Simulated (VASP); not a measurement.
SnO3: single point with PBE

The system is SnO3.

```
Sn O
1.0
     3.42651    0.00000    0.00000
     0.00000    3.42651    0.00000
     0.00000    0.00000    3.42651
Sn O
1 3
Direct
  0.00000 0.00000 0.00000
  0.00000 0.50000 0.50000
  0.50000 0.00000 0.50000
  0.50000 0.50000 0.00000
```

| Item | Value |
| --- | --- |
| Program | VASP 6.6.1 |
| Task | single point |
| Functional | PBE |
| Potentials or basis | VASP PAW PBE potentials, release 64 (Sn_d, O) |
| Cutoff | 520 eV |
| k mesh | 14 × 14 × 14 |
| Occupations | gaussian, width 0.1 eV |
| Spin | no spin polarisation |
| Dipole correction | no |
| Further INCAR settings | ALGO = Normal; EDIFF = 1e-06; NBANDS = 24 |

- Pressure: 0.1 GPa
- Band gap on the k mesh: zero (band 16 reaches 7.50 eV, above the bottom of band 17 at 7.09 eV)

Levels at points of the mesh, in eV from the Fermi level:
| k point | band 12 | band 13 | band 14 | band 15 | band 16 | band 17 | band 18 | band 19 | band 20 | band 21 |
| --- | --- | --- | --- | --- | --- | --- | --- | --- | --- | --- |
| (0.00, 0.00, 0.00) | -2.96 | -1.67 | -1.67 | -1.67 | 0.14 | 0.14 | 0.14 | 10.92 | 10.92 | 10.92 |
| (0.50, 0.00, 0.00) | -3.15 | -3.15 | -2.23 | -1.74 | -0.11 | -0.11 | 2.90 | 4.33 | 8.75 | 8.75 |
| (0.50, 0.50, 0.00) | -3.69 | -2.29 | -2.29 | -1.78 | 0.09 | 0.54 | 2.20 | 6.57 | 7.60 | 7.60 |
| (0.50, 0.50, 0.50) | -5.83 | -3.19 | 0.02 | 0.02 | 0.02 | 0.58 | 0.58 | 9.71 | 9.71 | 9.71 |

Run time: 90 s on 1 thread of Intel Xeon 6975P-C, with other jobs on the host, peak memory 0.23 GiB.

Caveat: spin-orbit coupling is left out, which moves the levels of the heavy elements.
